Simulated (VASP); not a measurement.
Write the native input for VASP 6.6.1 that does the following.

- Task: single point
- Functional: PBE
- Potentials or basis: VASP PAW PBE potentials, release 64 (Sr_sv, O)
- Cutoff: 520 eV
- k mesh: 9 × 9 × 4
- Occupations: gaussian, width 0.05 eV
- Spin: no spin polarisation
- Dipole correction: no
- Further INCAR settings: ALGO = Normal; EDIFF = 1e-07; NBANDS = 24

The structure of SrO lies in POSCAR:

```
SrO
1.0
    3.5769478779      0.0000000000      0.0000000000
   -1.7884739390      3.0977277303      0.0000000000
    0.0000000000      0.0000000000      6.2426216355
Sr O
2 2
Direct
    0.3333333333      0.6666666667      0.2500000000
    0.6666666667      0.3333333333      0.7500000000
   -0.1256783275     -0.0920029211      0.0000000000
    0.1256783275      0.0920029211      0.5000000000
```

This cell differs from its parent crystal: mode 6 frozen in at -0.285 Å and mode 7 at -0.285 Å (largest displacements).

These files were run (other wordings do the same):

INCAR

```
SYSTEM = SrO
PREC = Accurate
ENCUT = 520
EDIFF = 1E-7
ISMEAR = 0
SIGMA = 0.05
LREAL = .False.
LASPH = .True.
NELM = 100
ALGO = Normal
ISIF = 2
LWAVE = .False.
LCHARG = .True.
GGA = PE
LELF = .True.
LVHAR = .True.
NBANDS = 24
```

KPOINTS

```
regular mesh
0
Gamma
  9 9 4
  0 0 0
```

Potentials or basis: VASP PAW PBE potentials, release 64 (Sr_sv, O).

Run with:

```bash
$ cat potpaw_PBE.64/Sr_sv/POTCAR potpaw_PBE.64/O/POTCAR > POTCAR
$ mpirun -np 1 vasp_std > vasp.out
```

It gave:

```yaml
Pressure: 5.2 GPa
Largest_force: 1.100 eV/Å
Band_gap_on_the_k_mesh: 3.17 eV, indirect (least direct gap 3.25 eV)
```

Caveat: the cell differs from its parent crystal (mode 6 frozen in at -0.285 Å and mode 7 at -0.285 Å (largest displacements)); forces of over 1 eV/Å act on the atoms, so gaps and moduli don't describe the material at rest.

Wall time 110 s on 1 thread of Intel(R) Xeon(R) 6975P-C (Granite Rapids), on a shared host, peak memory 0.31 GiB.
